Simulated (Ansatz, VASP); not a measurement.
## One calculation of SnSe, two programs

```xyz
2
Lattice="0.0000 2.9728 2.9728 2.9728 0.0000 2.9728 2.9728 2.9728 0.0000" Properties=species:S:1:pos:R:3 pbc="T T T"
Sn    0.0000    0.0000    0.0000
Se    2.9728    2.9728    2.9728
```

Alike in both runs: task single point; functional PBEsol; k mesh 8 × 8 × 8; occupations gaussian, width 0.02 eV; no spin polarisation.

```csv
,VASP,Ansatz
version,VASP 6.6.1,Ansatz 0.2.0
potentials or method,"VASP PAW PBE potentials, release 64 (Sn_d, Se), cutoff 500 eV","scalar-relativistic, all-electron LAPW"
```

|  | VASP | Ansatz | Ansatz less VASP |
| --- | --- | --- | --- |
| gap on the k mesh at the Fermi level (eV) | 0.75 | 0.75 | -0.001 |
| least direct gap on the mesh (eV) | 0.82 | 0.82 | -0.001 |
| pressure (GPa) | 0.0 | 0.0 | -0.02 |

VASP's potentials were made for PBE, not for PBEsol. Ansatz ran all-electron here, and VASP with PAW potentials.
